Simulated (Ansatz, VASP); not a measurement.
This is a calculation of CuF for Ansatz 0.2.0.

The input input.yaml:

```yaml
crystal:
  lattice:
    - [2.47100655, 0.0, 0.0]
    - [0.0, 2.47100655, 0.0]
    - [0.0, 0.0, 3.41650139]
  atoms:
    - { symbol: Cu, position: [0.0, 0.0, 0.0] }
    - { symbol: F, position: [0.5, 0.5, 0.5] }
hamiltonian:
  xc: { exchange: pbe, correlation: pbe, exx: { coeff: 0.15, omega: 0.2 } }
  pseudopotentials: { kind: paw }
kpoints:
  mp_grid: { grid: [6, 6, 4] }
scf:
  occupations: { method: fermi_dirac, width: 0.05 }
output:
  forces: true
  stress: true
  eigenvalues: true
```

Potentials or basis: Ansatz PAW.

Run with:

```console
$ ansatz run input.yaml --threads 2 --pin off --max-ram 5632MiB --backend cpu --events-out ev --progress --plain --runs-dir out
```

Problem. Translate it to VASP 6.6.1. Potentials there: VASP PAW PBE potentials, release 64 (Cu, F).

Solution. As run (the cutoff follows the program's own potentials):

The input POSCAR:

```
CuF
1.0
    2.4710065500      0.0000000000      0.0000000000
    0.0000000000      2.4710065500      0.0000000000
    0.0000000000      0.0000000000      3.4165013900
Cu F
1 1
Direct
    0.0000000000      0.0000000000      0.0000000000
    0.5000000000      0.5000000000      0.5000000000
```

The input INCAR.step1:

```
SYSTEM = CuF
PREC = Accurate
ENCUT = 520
EDIFF = 1E-5
ISMEAR = -1
SIGMA = 0.05
LREAL = .False.
LASPH = .True.
NELM = 80
ALGO = Normal
ISIF = 2
LWAVE = .True.
GGA = PE
NBANDS = 16
```

File INCAR.step2:

```
SYSTEM = CuF
PREC = Accurate
ENCUT = 520
EDIFF = 1E-6
ISMEAR = -1
SIGMA = 0.05
LREAL = .False.
LASPH = .True.
NELM = 80
ALGO = Normal
ISIF = 2
LWAVE = .False.
LCHARG = .True.
GGA = PE
LHFCALC = .True.
AEXX = 0.15
HFSCREEN = 0.2
PRECFOCK = Normal
LELF = .True.
LVHAR = .True.
ISTART = 1
NBANDS = 16
```

File KPOINTS:

```
regular mesh
0
Gamma
  6 6 4
  0 0 0
```

Potentials or basis: VASP PAW PBE potentials, release 64 (Cu, F).

The run is started by

```console
$ cat potpaw_PBE.64/Cu/POTCAR potpaw_PBE.64/F/POTCAR > POTCAR
$ cp INCAR.step1 INCAR
$ mpirun -np 1 vasp_std > vasp.out
$ cp INCAR.step2 INCAR
$ mpirun -np 1 vasp_std > vasp.out
```

Both were run:

|  | VASP | Ansatz | Ansatz less VASP |
| --- | --- | --- | --- |
| gap on the k mesh at the Fermi level (eV) | none | none | - |
| pressure (GPa) | 1.9 | 2.1 | +0.20 |
| traceless stress, the component that is largest in VASP (GPa) | -19.52 | -19.63 | -0.106 |

VASP's potentials were made for PBE, not for PBE-based screened hybrid. A gap of «none» marks a metal or a gap that the smearing closes. The functional is the same, so the differences come from potentials, cutoffs and numerics. VASP's potentials hold 18 valence electrons a cell and Ansatz's 26, so a difference there can come from the potentials and not from the codes.

The k mesh is coarse, so the values compare programs but aren't converged.
